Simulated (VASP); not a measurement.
# Hf5C3 (F-43m) in VASP: relaxation of cell and atoms with PBE

Aim: the relaxation of cell and atoms of Hf5C3 with PBE.

Everything below comes from runs of VASP 6.6.1. Logs are shortened: lines on timing, memory, paths and dates and some standing lists are left out, and cuts for length are marked.

## (1) The cell of the first run

Symmetry: F-43m, No. 216, cubic system. The conventional cell has a = 8.220 Å, b = 8.220 Å, c = 8.220 Å, α = 90.00°, β = 90.00°, γ = 90.00°. Hf (site symmetry -43m) has 12 Hf at 3.40 Å and 14 C at 3.56 to 4.11 Å within 4.5 Å. Hf (site symmetry 3m) has 2 C at 1.71 to 1.85 Å within 2.3 Å. Within 4.5 Å of C (site symmetry -43m) lie 16 Hf at 3.42 to 3.56 Å and 10 C at 3.56 to 4.11 Å. C (site symmetry -43m) has 4 Hf at 1.71 Å within 2.3 Å. C (site symmetry -43m) has 4 Hf at 1.85 Å within 2.5 Å.

The cell was built from a structure type or drawn by symmetry, and may not be a known phase.

## (2) Relaxation of cell and atoms, PBE

INCAR

```
SYSTEM = Hf5C3
PREC = Accurate
ENCUT = 600
EDIFF = 1E-6
ISMEAR = 0
SIGMA = 0.2
LREAL = .FALSE.
LASPH = .TRUE.
NELM = 80
ALGO = Normal
ISIF = 3
LWAVE = .FALSE.
LCHARG = .FALSE.
GGA = PE
IBRION = 2
NSW = 36
EDIFFG = -0.08
```

KPOINTS

```
Automatic mesh
0
G
  4 4 4
  0 0 0
```

POSCAR

```
Hf5C3
1.0
    0.0000000000      4.1101654800      4.1101654800
    4.1101654800      0.0000000000      4.1101654800
    4.1101654800      4.1101654800      0.0000000000
Hf C
5 3
Direct
    0.0000000000      0.0000000000      0.0000000000
    0.6297699700      0.6297699700      0.6297699700
    0.6297699700      0.6297699700      0.1106900800
    0.6297699700      0.1106900800      0.6297699700
    0.1106900800      0.6297699700      0.6297699700
    0.2500000000      0.2500000000      0.2500000000
    0.7500000000      0.7500000000      0.7500000000
    0.5000000000      0.5000000000      0.5000000000
```

Potentials or basis: VASP PAW PBE potentials, release 64 (Hf_pv, C).

Command:

```sh
cat potpaw_PBE.64/Hf_pv/POTCAR potpaw_PBE.64/C/POTCAR > POTCAR
mpirun -np 1 vasp_std > vasp.out
```

OUTCAR:

```text
SYSTEM = Hf5C3
   PREC = Accurate
   ENCUT = 600
   EDIFF = 1E-6
   ISMEAR = 0
   LREAL = .FALSE.
   LASPH = .TRUE.
   NELM = 80
   ISIF = 3
   GGA = PE
   IBRION = 2
   NSW = 36
   EDIFFG = -0.08

 ion  position               nearest neighbor table
   1  0.000  0.000  0.000-   3 3.40   4 3.40   3 3.40   5 3.40   4 3.40   5 3.40   2 3.40   2 3.40
                             2 3.40   3 3.40   4 3.40   5 3.40
   2  0.630  0.630  0.630-   7 1.71   8 1.85   5 2.80   3 2.80   4 2.80   3 3.02   4 3.02   5 3.02
                             1 3.40   1 3.40   1 3.40
   3  0.630  0.630  0.111-   7 1.71   8 1.85   5 2.80   2 2.80   4 2.80   2 3.02   4 3.02   5 3.02
                             1 3.40   1 3.40   1 3.40
   4  0.630  0.111  0.630-   7 1.71   8 1.85   5 2.80   2 2.80   3 2.80   3 3.02   2 3.02   5 3.02
                             1 3.40   1 3.40   1 3.40
   5  0.111  0.630  0.630-   7 1.71   8 1.85   4 2.80   2 2.80   3 2.80   4 3.02   2 3.02   3 3.02
                             1 3.40   1 3.40   1 3.40
   6  0.250  0.250  0.250-
   7  0.750  0.750  0.750-   3 1.71   4 1.71   5 1.71   2 1.71
   8  0.500  0.500  0.500-   2 1.85   3 1.85   4 1.85   5 1.85

  LATTYP: Found a face centered cubic cell.
 ALAT       =     8.2203309600

  Lattice vectors:

 A1 = (   0.0000000000,   4.1101654800,   4.1101654800)
 A2 = (   4.1101654800,   0.0000000000,   4.1101654800)
 A3 = (   4.1101654800,   4.1101654800,   0.0000000000)

Analysis of symmetry for initial positions (statically):
=====================================================================
 Subroutine PRICEL returns:
 Original cell was already a primitive cell.

 Routine SETGRP: Setting up the symmetry group for a
 face centered cubic supercell.

 Subroutine GETGRP returns: Found 24 space group operations
 (whereof 24 operations were pure point group operations)
 out of a pool of 48 trial point group operations.

The static configuration has the point symmetry T_d .

Analysis of symmetry for dynamics (positions and initial velocities):
=====================================================================
 Subroutine PRICEL returns:
 Original cell was already a primitive cell.

 Routine SETGRP: Setting up the symmetry group for a
 face centered cubic supercell.

 Subroutine GETGRP returns: Found 24 space group operations
 (whereof 24 operations were pure point group operations)
 out of a pool of 48 trial point group operations.

The dynamic configuration has the point symmetry T_d .

 Subroutine INISYM returns: Found 24 space group operations
 (whereof 24 operations are pure point group operations),
 and found     1 'primitive' translations

----------------------------------------------------------------------------------------

                                     Primitive cell

  volume of cell :     138.8698

  direct lattice vectors                    reciprocal lattice vectors
     0.000000000  4.110165480  4.110165480    -0.121649603  0.121649603  0.121649603
     4.110165480  0.000000000  4.110165480     0.121649603 -0.121649603  0.121649603
     4.110165480  4.110165480  0.000000000     0.121649603  0.121649603 -0.121649603

  length of vectors
     5.812651765  5.812651765  5.812651765     0.210703294  0.210703294  0.210703294

  position of ions in fractional coordinates (direct lattice)
     0.000000000  0.000000000  0.000000000
     0.629769970  0.629769970  0.629769970
     0.629769970  0.629769970  0.110690080
     0.629769970  0.110690080  0.629769970
     0.110690080  0.629769970  0.629769970
     0.250000000  0.250000000  0.250000000
     0.750000000  0.750000000  0.750000000
     0.500000000  0.500000000  0.500000000

  ion indices of the primitive-cell ions
   primitive index   ion index
                 1           1
                 2           2
                 3           3
                 4           4
                 5           5
                 6           6
                 7           7
                 8           8

----------------------------------------------------------------------------------------

 KPOINTS: Automatic mesh

Automatic generation of k-mesh.
 Grid dimensions read from file:
 generate k-points for:    4    4    4

 Generating k-lattice:

  Cartesian coordinates                     Fractional coordinates (reciprocal lattice)
    -0.030412401  0.030412401  0.030412401     0.250000000  0.000000000  0.000000000
     0.030412401 -0.030412401  0.030412401     0.000000000  0.250000000  0.000000000
     0.030412401  0.030412401 -0.030412401     0.000000000  0.000000000  0.250000000

  Length of vectors
     0.052675823  0.052675823  0.052675823

  Shift w.r.t. Gamma in fractional coordinates (k-lattice)
     0.000000000  0.000000000  0.000000000

 Subroutine IBZKPT returns following result:
 ===========================================

 Found      8 irreducible k-points:

 Following reciprocal coordinates:
            Coordinates               Weight
  0.000000  0.000000  0.000000      1.000000
  0.250000  0.000000  0.000000      8.000000
  0.500000  0.000000  0.000000      4.000000
  0.250000  0.250000  0.000000      6.000000
  0.500000  0.250000  0.000000     24.000000
 -0.250000  0.250000  0.000000     12.000000
  0.500000  0.500000  0.000000      3.000000
 -0.250000  0.500000  0.250000      6.000000
   k-points           NKPTS =      8   k-points in BZ     NKDIM =      8   number of bands    NBANDS=     37
   number of dos      NEDOS =    301   number of ions     NIONS =      8
   total plane-waves  NPLWV = 110592
   dimension x,y,z NGX =    48 NGY =   48 NGZ =   48
   dimension x,y,z NGXF=    96 NGYF=   96 NGZF=   96
   ions per type =               5   3
   NGX,Y,Z   is equivalent  to a cutoff of  13.73, 13.73, 13.73 a.u.
   NGXF,Y,Z  is equivalent  to a cutoff of  27.46, 27.46, 27.46 a.u.
 SYSTEM =  Hf5C3
   PREC   = accura    normal or accurate (medium, high low for compatibility)
   ISTART =      0    job   : 0-new  1-cont  2-samecut
   ICHARG =      2    charge: 1-file 2-atom 10-const
   ISPIN  =      1    spin polarized calculation?
   LNONCOLLINEAR =      F non collinear calculations
   LSORBIT =      F    spin-orbit coupling
   LASPH  =      T    aspherical Exc in radial PAW
   ENCUT  =  600.0 eV  44.10 Ry    6.64 a.u.  11.61 11.61 11.61*2*pi/ulx,y,z
   NELM   =     80;   NELMIN=  2; NELMDL= -5     # of ELM steps
   EDIFF  = 0.1E-05   stopping-criterion for ELM
   LREAL  =      F    real-space projection
   EDIFFG = -.8E-01   stopping-criterion for IOM
   NSW    =     36    number of steps for IOM
   IBRION =      2    ionic relax: 0-MD 1-quasi-New 2-CG
   NFREE  =      1    steps in history (QN), initial steepest desc. (CG)
   ISIF   =      3    stress and relaxation
   ISYM   =      2    0-nonsym 1-usesym 2-fastsym
   POTIM  = 0.5000    time-step for ionic-motion
   TEBEG  =    0.0;   TEEND  =   0.0 temperature during run
   PSTRESS=    0.0 pullay stress
   NELECT =      62.0000    total number of electrons
   NUPDOWN=      -1.0000    fix difference up-down
   EMIN   =  10.00;   EMAX   =-10.00  energy-range for DOS
   EFERMI =   0.00;   METHOD = LEGACY
   ISMEAR =     0;   SIGMA  =   0.20  broadening in eV -4-tet -1-fermi 0-gaus
   EFERMI_NEDOS =   21; number of points for ismear=-14 and -15
   IALGO  =     38    algorithm
   IMIX   =      4    mixing-type and parameters
     AMIX     =   0.40;   BMIX     =  1.00
     AMIX_MAG =   1.60;   BMIX_MAG =  1.00
  volume/ion in A,a.u.               =      17.36       117.14
  Fermi-wavevector in a.u.,A,eV,Ry     =   1.251227  2.364476 21.300858  1.565569
  Thomas-Fermi vector in A             =   2.385184
   LORBIT       =      0    0 simple, 1 ext, 2 COOP (PROOUT), +10 PAW based schemes
   GGA     = PE    functional components
   LHFCALC =     F    Hartree Fock is set to
   AEXX    =    0.0000 exact exchange contribution
   IVDW    =     0    specifies the selected vdW correction
   LEPSILON=     F    determine dielectric tensor
   LRPA    =     F    only Hartree local field effects (RPA)
 conjugate gradient relaxation of ions
 non-spin polarized calculation
 Gauss-broadening in eV      SIGMA  =   0.20
  energy-cutoff  :      600.00
  volume of cell :      138.87
 maximum number of plane-waves:      4656
 NGX is ok and might be reduce to    48
   NGX = 23   NGY = 23   NGZ = 23

--------------------------------------- Ionic step        1  -------------------------------------------

 number of electron      62.0000006 magnetization

 Free energy of the ion-electron system (eV)
  ---------------------------------------------------
  ext. energy  EPLUGINS =         0.00000000
  ---------------------------------------------------
  free energy    TOTEN  =       -53.54062520 eV

  energy without entropy =      -53.29799253  energy(sigma->0) =      -53.41930886

 E-fermi :   4.0564     XC(G=0): -10.9111

 val. band max:        4.0186735932   @ k =   0.2500   0.0000   0.0000
 cond. band min:       4.0749741714   @ k =  -0.2500   0.5000   0.2500
 fundamental gap:      0.0563005782
 Fermi energy:         4.0564322775

 k-point     1 :       0.0000    0.0000    0.0000
  band No.  band energies     occupation
      1     -28.0878      2.00000
      2     -26.9466      2.00000
      3     -26.9466      2.00000
      4     -26.9466      2.00000
      5     -26.4039      2.00000
      6     -26.4039      2.00000
[... 350 lines left out ...]
--------------------------------------- Ionic step        2  -------------------------------------------

 number of electron      62.0000015 magnetization

 E-fermi :  -0.2047     XC(G=0):  -7.4279

 val. band max:       -0.2197581523   @ k =  -0.2500   0.5000   0.2500
 cond. band min:      -0.1875990011   @ k =  -0.2500   0.5000   0.2500
 fundamental gap:      0.0321591512
 Fermi energy:        -0.2046523496

 k-point     1 :       0.0000    0.0000    0.0000
  band No.  band energies     occupation
      1     -33.3496      2.00000
      2     -33.3496      2.00000
      3     -33.3496      2.00000
      4     -32.2409      2.00000
      5     -31.8705      2.00000
      6     -31.8705      2.00000
[... 386 lines left out ...]
  FREE ENERGIE OF THE ION-ELECTRON SYSTEM (eV)
  ---------------------------------------------------
  free  energy   TOTEN  =       -54.6970511952 eV

  energy  without entropy=      -54.3642110250  energy(sigma->0) =      -54.53063111

[... ionic steps 4 to 10 ...]

--------------------------------------- Ionic step       11  -------------------------------------------

 number of electron      62.0000000 magnetization

------------------------ aborting loop because EDIFF is reached ----------------------------------------
[... 79 lines left out ...]
--------------------------------------- Ionic step       13  -------------------------------------------

 number of electron      61.9999997 magnetization

 Free energy of the ion-electron system (eV)
  ---------------------------------------------------
  ext. energy  EPLUGINS =         0.00000000
  ---------------------------------------------------
  free energy    TOTEN  =       -63.98555491 eV

  energy without entropy =      -63.66246932  energy(sigma->0) =      -63.82401212

 E-fermi :   1.9775     XC(G=0):  -9.3421

 val. band max:        1.9771842791   @ k =   0.2500   0.0000   0.0000
 cond. band min:       2.0027203852   @ k =  -0.2500   0.2500   0.0000
 fundamental gap:      0.0255361061
 Fermi energy:         1.9775306941

 k-point     1 :       0.0000    0.0000    0.0000
  band No.  band energies     occupation
      1     -30.1187      2.00000
      2     -30.1187      2.00000
      3     -30.1187      2.00000
      4     -29.2765      2.00000
      5     -28.9819      2.00000
      6     -28.9819      2.00000
[... 344 lines left out ...]
  FREE ENERGIE OF THE ION-ELECTRON SYSTEM (eV)
  ---------------------------------------------------
  free  energy   TOTEN  =       -63.9855549112 eV

  energy  without entropy=      -63.6624693232  energy(sigma->0) =      -63.82401212

 reached required accuracy - stopping structural energy minimisation
```

Run time: 14 min. Hardware: 1 thread of AMD EPYC 7R43 (Zen 3), shared host; peak memory 0.32 GiB.

Results:

```
Free energy                           : -63.9856 eV
Relaxed volume                        : 25.32 Å³/atom
Relaxed cell                          : a = 6.592 Å, b = 6.592 Å, c = 6.592 Å, α = 60.00°, β = 60.00°, γ = 60.00°
Space group after relaxing (to 0.1 Å) : F-43m (No. 216)
Energy gained by relaxing             : 1305.6 meV/atom
Ionic steps                           : 13
Pressure after relaxing               : 0.0 GPa
Band gap on the k mesh                : zero (bands 31 and 32 overlap by 0.54 eV)
```

Step by step:
```
step  energy change (eV)  largest force (eV/Å)  pressure (GPa)  volume (Å³)
   1              0.0000                8.9715           63.85       138.87
   2              3.6716                7.6614           -4.33       329.47
   3             -1.1564                9.0948           -3.74       274.01
   4             -4.6817                9.7420           -1.02       236.23
   5             -7.7216                8.6860           13.99       183.26
   6             -4.9406                2.3984          -12.72       283.31
   7            -10.2528                0.4954           -4.38       215.04
   8            -10.3122                0.9859           -3.06       211.12
   9            -10.3207                1.3004           -2.22       208.84
  10            -10.4034                0.3168            2.32       197.24
  11            -10.4386                0.3075            0.58       201.19
  12            -10.4434                0.1492           -0.28       203.27
  13            -10.4449                0.0009            0.00       202.57
```

Final structure:
```cif
data_structure
_symmetry_space_group_name_H-M 'P 1'
_symmetry_Int_Tables_number 1
_cell_length_a 6.5922
_cell_length_b 6.5922
_cell_length_c 6.5922
_cell_angle_alpha 60.000
_cell_angle_beta 60.000
_cell_angle_gamma 60.000
_cell_volume 202.57
loop_
_atom_site_label
_atom_site_type_symbol
_atom_site_fract_x
_atom_site_fract_y
_atom_site_fract_z
_atom_site_occupancy
Hf1 Hf 0.00000 0.00000 0.00000 1
Hf2 Hf 0.62476 0.62476 0.62476 1
Hf3 Hf 0.62476 0.62476 0.12571 1
Hf4 Hf 0.62476 0.12571 0.62476 1
Hf5 Hf 0.12571 0.62476 0.62476 1
C1 C 0.25000 0.25000 0.25000 1
C2 C 0.75000 0.75000 0.75000 1
C3 C 0.50000 0.50000 0.50000 1
```

Levels at points of the mesh, in eV from the Fermi level:
| k point | band 29 | band 30 | band 31 | band 32 | band 33 | band 34 |
| --- | --- | --- | --- | --- | --- | --- |
| (0.00, 0.00, 0.00) | -0.17 | -0.17 | 0.54 | 0.54 | 0.66 | 0.66 |
| (0.50, 0.00, 0.00) | -0.35 | -0.35 | -0.17 | 0.08 | 0.08 | 0.82 |
| (0.50, 0.50, 0.00) | -0.99 | -0.02 | 0.25 | 0.25 | 0.36 | 0.84 |

Caveat: the volume moved by over 15 % at a fixed basis, so the end points are rough; spin-orbit coupling is left out, which moves the levels of the heavy elements.
